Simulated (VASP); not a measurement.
InP:

```
In P
1.0
     4.49704    0.00000    0.00000
     0.00000    4.49704    0.00000
     0.00000    0.00000    8.96937
In P
4 4
Cartesian
  0.5009 2.2485 2.2423
  2.2485 3.9961 4.4847
  2.2485 0.5009 0.0000
  3.9961 2.2485 6.7270
  0.0000 2.7494 4.4847
  1.7476 0.0000 2.2423
  2.7494 0.0000 6.7270
  0.0000 1.7476 0.0000
```

The cell was built from a structure type or drawn by symmetry, and may not be a known phase.

```yaml
Program: VASP 6.6.1
Task: relaxation of cell and atoms
Functional: PBE
Potentials_or_basis: VASP PAW PBE potentials, release 64 (In_d, P)
Cutoff: 600 eV
k_mesh: 4 × 4 × 2
Occupations: gaussian, width 0.1 eV
Spin: no spin polarisation
```

At the start: pressure 16.6 GPa; volume 22.67 Å³/atom.

Task: Where does the relaxation end?

Result: Over 30 steps the energy falls by 327.0 meV/atom and the volume is 21.31 Å³/atom (-6.0 %); space group P4_322 (No. 95, to 0.1 Å) before and after.

Step by step:
```tsv
step	energy change (eV)	largest force (eV/Å)	pressure (GPa)	volume (Å³)
1	0.0000	0.2831	16.65	181.39
2	-1.1827	0.0429	-5.97	248.62
3	-2.1054	0.1632	-0.38	215.36
4	-2.1048	0.1622	-0.56	216.07
5	-2.1241	0.1918	-0.42	214.32
6	-2.1602	0.2892	0.13	209.06
7	-2.1632	0.3616	0.43	206.64
8	-2.1737	0.3494	0.39	206.14
9	-2.2020	0.3134	0.27	204.65
10	-2.2439	0.2453	0.00	201.66
11	-2.2933	0.1865	-0.60	195.63
12	-2.3864	0.2710	-1.61	183.41
13	-1.6853	1.0291	8.78	158.56
14	-2.3553	0.3699	-0.94	181.78
15	-2.4784	0.3000	0.39	170.21
16	-2.3913	0.0723	3.03	164.39
17	-2.4796	0.2779	0.70	169.28
18	-2.5873	0.0366	-1.46	173.64
19	-2.5877	0.0423	-1.61	174.08
20	-2.4357	0.0578	3.85	164.49
21	-2.6087	0.0511	-0.50	171.54
22	-2.6088	0.0521	-0.41	171.39
23	-2.6106	0.0558	0.27	169.57
24	-2.6117	0.0556	-0.01	170.27
25	-2.6131	0.0470	0.17	169.88
26	-2.6136	0.0389	0.35	169.50
27	-2.6142	0.0354	0.29	169.62
28	-2.6154	0.0259	0.13	169.98
29	-2.6158	0.0144	-0.18	170.70
30	-2.6160	0.0157	-0.11	170.47
```

Final structure:
```yaml
crystal:
  lattice:
    - [3.97985, 0.00000, 0.00000]
    - [0.00000, 3.97985, 0.00000]
    - [0.00000, 0.00000, 10.76229]
  atoms:
    - { symbol: In, position: [0.99045, 0.50000, 0.25000] }
    - { symbol: In, position: [0.50000, 0.00955, 0.50000] }
    - { symbol: In, position: [0.50000, 0.99045, 0.00000] }
    - { symbol: In, position: [0.00955, 0.50000, 0.75000] }
    - { symbol: P, position: [0.00000, 0.51018, 0.50000] }
    - { symbol: P, position: [0.48982, 0.00000, 0.25000] }
    - { symbol: P, position: [0.51018, 0.00000, 0.75000] }
    - { symbol: P, position: [0.00000, 0.48982, 0.00000] }
```

Caveat: a cell axis changed by over 15 % at a fixed basis, so the end point is rough.
